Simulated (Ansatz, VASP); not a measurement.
## One calculation of MgCdO, two programs

```xyz
3
Lattice="3.2279 0.0000 0.0000 0.0000 3.2279 0.0000 0.0000 0.0000 4.4375" Properties=species:S:1:pos:R:3 pbc="T T T"
Mg    0.0000    0.0000    2.2188
Cd    0.0000    0.0000    0.0000
O     1.6139    1.6139    0.0000
```

Change from the starting cell: species swapped into the TiOF type (P4/mmm, No. 123).

Alike in both runs: task relaxation of cell and atoms; functional PBE; k mesh 6 × 6 × 4; occupations gaussian, width 0.1 eV; no spin polarisation.

```csv
,VASP,Ansatz
version,VASP 6.6.1,Ansatz 0.2.0
potentials or method,"VASP PAW PBE potentials, release 64 (Mg_sv, Cd_sv_GW, O), cutoff 750 eV","scalar-relativistic, plane waves, PAW"
valence electrons in the cell,36,36
```

|  | VASP | Ansatz | Ansatz less VASP |
| --- | --- | --- | --- |
| gap on the k mesh at the Fermi level, each at its own relaxed structure (eV) | none | none | - |
| relaxed volume (Å³/atom) | 20.16 | 22.49 | +2.330 |
| relaxed cell length with the largest relative difference (Å) | 5.992 | 6.704 | +0.7116 |

A gap of «none» marks a metal or a gap that the smearing closes. One of these differences is far larger than is usual between the two programs; its cause wasn't traced.

Noted on VASP's run: the volume moved by over 15 % at a fixed basis, so the end points are rough.
